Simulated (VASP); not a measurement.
# HfC (P6_3/mmc) in VASP: notebook, part 2 of 2

VASP 6.6.1.

## 4. Single point, r2SCAN, non-collinear spin, zero start, spin-orbit coupling

POSCAR

```
HfC
1.0
    3.3428660531      0.0000000000      0.0000000000
   -1.6714330265      2.8950069234      0.0000000000
    0.0000000000      0.0000000000      5.2027140000
Hf C
2 2
Direct
    0.3333333333      0.6666666667      0.2500000000
    0.6666666667      0.3333333333      0.7500000000
    0.0000000000      0.0000000000      0.5000000000
    0.0000000000      0.0000000000      0.0000000000
```

INCAR.step1

```
PREC     = Accurate       # precision mode
ENCUT    = 520            # plane-wave cutoff, eV
ISMEAR   = -1             # smearing method
SIGMA    = 0.05           # smearing width, eV
LREAL    = F              # projectors in reciprocal space
LASPH    = T              # aspherical terms in the spheres
NELM     = 150            # most SCF steps
LNONCOLLINEAR= T              # non-collinear magnetism
MAGMOM   = 0 0 0 0 0 0 0 0 0 0 0 0 # initial moments
LSORBIT  = T              # spin-orbit coupling
GGA_COMPAT= F            
LMAXMIX  = 4              # l up to which the mixer works
NBANDS   = 42             # bands
GGA      = PE             # functional
ALGO     = Normal         # electronic algorithm
EDIFF    = 1E-4           # SCF threshold, eV
LWAVE    = T              # write WAVECAR
LCHARG   = F              # write CHGCAR
```

INCAR.step2

```
PREC     = Accurate       # precision mode
ENCUT    = 520            # plane-wave cutoff, eV
EDIFF    = 1E-6           # SCF threshold, eV
ISMEAR   = -1             # smearing method
SIGMA    = 0.05           # smearing width, eV
LREAL    = F              # projectors in reciprocal space
LASPH    = T              # aspherical terms in the spheres
NELM     = 150            # most SCF steps
ALGO     = Normal         # electronic algorithm
ISIF     = 2              # what is computed and relaxed
LWAVE    = F              # write WAVECAR
LCHARG   = F              # write CHGCAR
LNONCOLLINEAR= T              # non-collinear magnetism
MAGMOM   = 0 0 0 0 0 0 0 0 0 0 0 0 # initial moments
LORBIT   = 11             # projections on sites
LSORBIT  = T              # spin-orbit coupling
GGA_COMPAT= F            
LORBMOM  = T            
LMAXMIX  = 4              # l up to which the mixer works
METAGGA  = R2SCAN         # meta-GGA
LMIXTAU  = T            
NBANDS   = 42             # bands
ISTART   = 1
```

KPOINTS

```
Automatic mesh
0
Gamma
  9 9 5
```

Started as:

```bash
$ cat potpaw_PBE.64/Hf_pv/POTCAR potpaw_PBE.64/C/POTCAR > POTCAR
$ cp INCAR.step1 INCAR
$ mpirun -np 1 vasp_ncl > vasp.out
$ cp INCAR.step2 INCAR
$ mpirun -np 1 vasp_ncl > vasp.out
```

Run time: 9 min. Hardware: 1 thread of Intel Xeon Platinum 8488C (Sapphire Rapids), shared host; peak memory 0.41 GiB.

The run converged. Its results:

```yaml
Free_energy: -114.9794 eV
Pressure: -3.8 GPa
Net_moment: 0.00 μB per cell
Valence_electrons_inside_the_program's_atomic_spheres: Hf 8.64; C 2.38
```

Stress tensor (GPa, compression positive):
```
-5.79  0.00  0.00
 0.00 -5.79  0.00
 0.00  0.00  0.15
```

Moments on the atoms (μB; x, y, z):
```
Hf  0.00 0.00 0.00
Hf  0.00 0.00 0.00
C   0.00 0.00 0.00
C   0.00 0.00 0.00
```

Caveat: the cell stands under tension; the PAW data sets were made with another functional, which shifts forces and pressure a little.

## 5. Single point, PBEsol

This run uses another cell than the first one, of 13.61 Å³/atom.

INCAR

```
ALGO     = Normal         # electronic algorithm
EDIFF    = 1E-6           # SCF threshold, eV
ENCUT    = 520            # plane-wave cutoff, eV
GGA      = PS             # functional
ISIF     = 2              # what is computed and relaxed
ISMEAR   = -1             # smearing method
LASPH    = True           # aspherical terms in the spheres
LCHARG   = False          # write CHGCAR
LREAL    = False          # projectors in reciprocal space
LWAVE    = False          # write WAVECAR
NBANDS   = 22             # bands
NELM     = 60             # most SCF steps
PREC     = Accurate       # precision mode
SIGMA    = 0.05           # smearing width, eV
```

KPOINTS

```
k-points
0
Gamma
  7 7 5
```

POSCAR, as its differences from that of step 4:

```diff
@@ -2,4 +2,4 @@
 1.0
-    3.3428660531      0.0000000000      0.0000000000
-   -1.6714330265      2.8950069234      0.0000000000
+    3.4765806952      0.0000000000      0.0000000000
+   -1.7382903476      3.0108072003      0.0000000000
     0.0000000000      0.0000000000      5.2027140000
```

Started as:

```bash
$ cat potpaw_PBE.64/Hf_pv/POTCAR potpaw_PBE.64/C/POTCAR > POTCAR
$ mpirun -np 1 vasp_std > vasp.out
```

Run time: 38 s. Hardware: 1 thread of Intel Xeon 8259CL, shared host; peak memory 0.19 GiB.

Results (log left out):

```
Free energy            : -43.1192 eV
Pressure               : -22.8 GPa
Band gap on the k mesh : zero (bands 14 and 15 overlap by 0.81 eV)
```

Stress tensor (GPa, compression positive):
```
-25.89   0.00   0.00
  0.00 -25.89   0.00
  0.00   0.00 -16.67
```

Levels at points of the mesh, in eV from the Fermi level:
```csv
k point,band 11,band 12,band 13,band 14,band 15,band 16,band 17,band 18
"(0.00, 0.00, 0.00)",-3.25,-1.35,-1.35,0.79,1.20,1.20,1.41,1.41
```

Caveat: the cell stands under tension; the PAW data sets were made with another functional, which shifts forces and pressure a little; spin-orbit coupling is left out, which moves the levels of the heavy elements.

## 6. Single point, PBEsol

This run uses another cell than the first one, of 11.60 Å³/atom.

INCAR

```
PREC     = Accurate       # precision mode
ENCUT    = 520            # plane-wave cutoff, eV
EDIFF    = 1E-6           # SCF threshold, eV
ISMEAR   = -1             # smearing method
SIGMA    = 0.05           # smearing width, eV
LREAL    = F              # projectors in reciprocal space
LASPH    = T              # aspherical terms in the spheres
NELM     = 60             # most SCF steps
ALGO     = Normal         # electronic algorithm
ISIF     = 2              # what is computed and relaxed
LWAVE    = F              # write WAVECAR
LCHARG   = T              # write CHGCAR
GGA      = PS             # functional
LELF     = T              # ELF
LVHAR    = T            
NBANDS   = 22             # bands
```

KPOINTS

```
regular mesh
0
Gamma
  8 8 5
```

POSCAR, as its differences from that of step 5:

```diff
@@ -2,4 +2,4 @@
 1.0
-    3.4765806952      0.0000000000      0.0000000000
-   -1.7382903476      3.0108072003      0.0000000000
+    3.2091514110      0.0000000000      0.0000000000
+   -1.6045757054      2.7792066465      0.0000000000
     0.0000000000      0.0000000000      5.2027140000
```

Potentials or basis: VASP PAW PBE potentials, release 64 (Hf_pv, C).

Started as:

```bash
$ cat potpaw_PBE.64/Hf_pv/POTCAR potpaw_PBE.64/C/POTCAR > POTCAR
$ mpirun -np 1 vasp_std > vasp.out
```

It took 28 s on 1 thread of Intel Xeon 8259CL, shared host; peak memory 0.17 GiB.

Results (log left out):

| Quantity | Value |
| --- | --- |
| Free energy | -43.5255 eV |
| Pressure | 13.7 GPa |
| Band gap on the k mesh | zero (bands 14 and 15 overlap by 1.05 eV) |

Stress tensor (GPa, compression positive):
```
15.85  0.00  0.00
 0.00 15.85  0.00
 0.00  0.00  9.47
```

Levels at points of the mesh, in eV from the Fermi level:
```
           k point  band 11  band 12  band 13  band 14  band 15  band 16  band 17  band 18
(0.00, 0.00, 0.00)    -2.92    -1.01    -1.01     0.96     1.64     1.64     2.22     2.45
(0.50, 0.00, 0.00)    -3.48    -3.46    -1.75    -0.66     1.33     4.69     5.36     5.60
```

Caveat: the cell stands under pressure; the PAW data sets were made with another functional, which shifts forces and pressure a little; spin-orbit coupling is left out, which moves the levels of the heavy elements.

## 7. Overview

```csv
level,spin,cell,k mesh,grid for exact exchange (PRECFOCK),share of exact exchange,screening parameter,gap on the mesh (eV),pressure (GPa)
PBE-based screened hybrid with 40 % exact exchange,off,"a = 3.343, b = 3.343, c = 5.203 Å, angles 90.0, 90.0, 120.0°, 4 atoms",5 × 5 × 3,Normal,0.4,0.2 1/Å,none,-8.8
PBE-based screened hybrid with 50 % exact exchange,off,"a = 3.343, b = 3.343, c = 5.203 Å, angles 90.0, 90.0, 120.0°, 4 atoms",5 × 5 × 3,Normal,0.5,0.2 1/Å,none,-10.5
r2SCAN,"non-collinear, zero start, SOC","a = 3.343, b = 3.343, c = 5.203 Å, angles 90.0, 90.0, 120.0°, 4 atoms",9 × 9 × 5,-,-,-,-,-3.8
PBEsol,off,"a = 3.477, b = 3.477, c = 5.203 Å, angles 90.0, 90.0, 120.0°, 4 atoms",7 × 7 × 5,-,-,-,none,-22.8
PBEsol,off,"a = 3.209, b = 3.209, c = 5.203 Å, angles 90.0, 90.0, 120.0°, 4 atoms",8 × 8 × 5,-,-,-,none,13.7
```

Alike in all rows: task single point; potentials or basis VASP PAW PBE potentials, release 64 (Hf_pv, C); cutoff (eV) 520; smearing fermi-dirac 0.05 eV.

Caveats: some runs use coarse meshes; the PAW data sets were made with another functional, which shifts forces and pressure a little; spin-orbit coupling is left out, which moves the levels of the heavy elements (at least some runs); the cell stands under tension (at least some runs); the cell stands under pressure (at least some runs).

Total energies depend on the potentials used, so only differences within one code and one set of settings carry meaning.
